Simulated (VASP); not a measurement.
Write the native input for VASP 6.6.1 that does the following.

```yaml
Task: single point
Functional: LDA
Potentials_or_basis: VASP PAW LDA potentials, release 64 (Fe, O)
Cutoff: 520 eV
k_mesh: 5 × 5 × 5
Occupations: gaussian, width 0.05 eV
Spin: collinear spin, ferromagnetic start
Starting_moments: "[3.29, 3.29, 0.15, 0.15] μB"
Hubbard_terms: Fe d U = 3.0 eV
Dipole_correction: no
Further_INCAR_settings: ALGO = Normal; EDIFF = 1e-06; NBANDS = 26
```

The structure of FeO lies in POSCAR:

```
FeO
1.0
    3.5023808100      0.0000000000      0.0000000000
    0.0000000000      3.5023808100      0.0000000000
    0.0000000000      0.0000000000      4.3604723100
Fe O
2 2
Direct
    0.0000000000      0.5000000000      0.0000000000
    0.5000000000      0.0000000000      0.5000000000
    0.0000000000      0.0000000000      0.2500000000
    0.0000000000      0.0000000000      0.7500000000
```

These files were run (other wordings do the same):

INCAR

```
SYSTEM = FeO
ALGO = Normal ; EDIFF = 1E-6
ENCUT = 520 ; ISIF = 2
ISMEAR = 0 ; ISPIN = 2
LASPH = .True. ; LCHARG = .False.
LDAU = .True. ; LDAUJ = 0 0
LDAUL = 2 -1 ; LDAUPRINT = 1
LDAUTYPE = 2 ; LDAUU = 3 0
LMAXMIX = 4 ; LORBIT = 11
LREAL = .False. ; LWAVE = .False.
MAGMOM = 3.29 3.29 0.15 0.15 ; NBANDS = 26
NELM = 150 ; PREC = Accurate
SIGMA = 0.05
```

KPOINTS

```
k-points
0
Gamma
  5 5 5
  0 0 0
```

Potentials or basis: VASP PAW LDA potentials, release 64 (Fe, O).

Run with:

```console
$ cat potpaw_LDA.64/Fe/POTCAR potpaw_LDA.64/O/POTCAR > POTCAR
$ mpirun -np 1 vasp_std > vasp.out
```

It gave:

The pressure is -13.9 GPa, the net moment is 7.54 μB per cell and the site moments are Fe +3.62; O +0.14 μB. The valence electrons inside the program's atomic spheres are Fe 6.70; O 4.94.

Caveat: only a ferromagnetic start was run, and an antiferromagnetic order may lie lower in energy.

Run time: 26 s on 1 thread of Intel(R) Xeon(R) 6975P-C (Granite Rapids), on a shared host, peak memory 0.17 GiB.
